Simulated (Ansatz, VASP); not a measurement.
## In2O3: VASP beside Ansatz

Contents of POSCAR:

```
In2O3
1.0
    2.8088974603      1.6217177048      4.9514269733
   -2.8088974603      1.6217177048      4.9514269733
    0.0000000000     -3.2434354097      4.9514269733
In O
4 6
Direct
    0.8563315975      0.8563315975      0.8563315975
    0.3563315975      0.3563315975      0.3563315975
    0.1436684025      0.1436684025      0.1436684025
    0.6436684025      0.6436684025      0.6436684025
    0.4529589832      0.0470410168      0.7500000000
    0.0470410168      0.7500000000      0.4529589832
    0.5470410168      0.9529589832      0.2500000000
    0.2500000000      0.5470410168      0.9529589832
    0.9529589832      0.2500000000      0.5470410168
    0.7500000000      0.4529589832      0.0470410168
```

Contents of INCAR.step1:

```
ALGO = Normal
EDIFF = 1E-4
ENCUT = 520
GGA = PE
ISMEAR = 0
LASPH = True
LCHARG = False
LREAL = False
LWAVE = True
NBANDS = 55
NELM = 80
PREC = Accurate
SIGMA = 0.01
```

INCAR.step2

```
ALGO = Normal
EDIFF = 1E-7
ENCUT = 520
ISIF = 2
ISMEAR = 0
ISTART = 1
LASPH = True
LCHARG = False
LMIXTAU = True
LREAL = False
LWAVE = False
METAGGA = R2SCAN
NBANDS = 55
NELM = 80
PREC = Accurate
SIGMA = 0.01
```

The input KPOINTS:

```
k-points
0
Gamma
  6 6 6
```

Input for Ansatz:

```yaml
crystal:
  lattice:
    - [2.8088974603, 1.6217177048, 4.9514269733]
    - [-2.8088974603, 1.6217177048, 4.9514269733]
    - [0.0, -3.2434354097, 4.9514269733]
  atoms:
    - { symbol: In, position: [0.8563315975, 0.8563315975, 0.8563315975] }
    - { symbol: In, position: [0.3563315975, 0.3563315975, 0.3563315975] }
    - { symbol: In, position: [0.1436684025, 0.1436684025, 0.1436684025] }
    - { symbol: In, position: [0.6436684025, 0.6436684025, 0.6436684025] }
    - { symbol: O, position: [0.4529589832, 0.0470410168, 0.75] }
    - { symbol: O, position: [0.0470410168, 0.75, 0.4529589832] }
    - { symbol: O, position: [0.5470410168, 0.9529589832, 0.25] }
    - { symbol: O, position: [0.25, 0.5470410168, 0.9529589832] }
    - { symbol: O, position: [0.9529589832, 0.25, 0.5470410168] }
    - { symbol: O, position: [0.75, 0.4529589832, 0.0470410168] }
kpoints:
  mp_grid: { grid: [6, 6, 6] }
  band_path:
    path:
      - [0.0, 0.0, 0.0]
      - [0.5, 0.5, 0.5]
      - [0.7618181098, 0.2381818902, 0.5]
      - [0.5, -0.2381818902, 0.2381818902]
      - [0.5, 0.0, 0.0]
      - [0.3690909451, -0.3690909451, 0.0]
      - [0.6309090549, 0.0, 0.3690909451]
      - [0.5, 0.0, 0.5]
      - [0.0, 0.1875, -0.192708]
    npoints: 1
hamiltonian:
  xc: r2scan
scf:
  occupations: { method: fixed }
  n_extra_bands: 6
output:
  forces: true
  stress: true
  eigenvalues: true
  write_density: true
  write_potential: true
  elf: true
  volumetric_format: npy
```

Change from the starting cell: hydrostatic strain +2.0%.

Alike in both runs: task single point; functional r2SCAN; k mesh 6 × 6 × 6; no spin polarisation.

|  | VASP | Ansatz |
| --- | --- | --- |
| version | VASP 6.6.1 | Ansatz 0.2.0 |
| potentials or method | VASP PAW PBE potentials, release 64 (In_d, O) | plane waves, PAW |
| plane-wave cutoff (eV) | 520 | 500 |
| occupations | gaussian, width 0.01 eV | fixed |
| valence electrons in the cell | 88 | 88 |

```tsv
	VASP	Ansatz	Ansatz less VASP
gap on the k mesh at the Fermi level (eV)	1.40	1.39	-0.005
pressure (GPa)	-8.5	-9.3	-0.84
traceless stress, the component that is largest in VASP (GPa)	1.14	1.22	+0.084
rms of the force components (eV/Å)	0.007	0.001	-0.0062
```

VASP's potentials were made for PBE, not for r2SCAN. Atom by atom the forces differ by 0.006 eV/Å (rms over components).
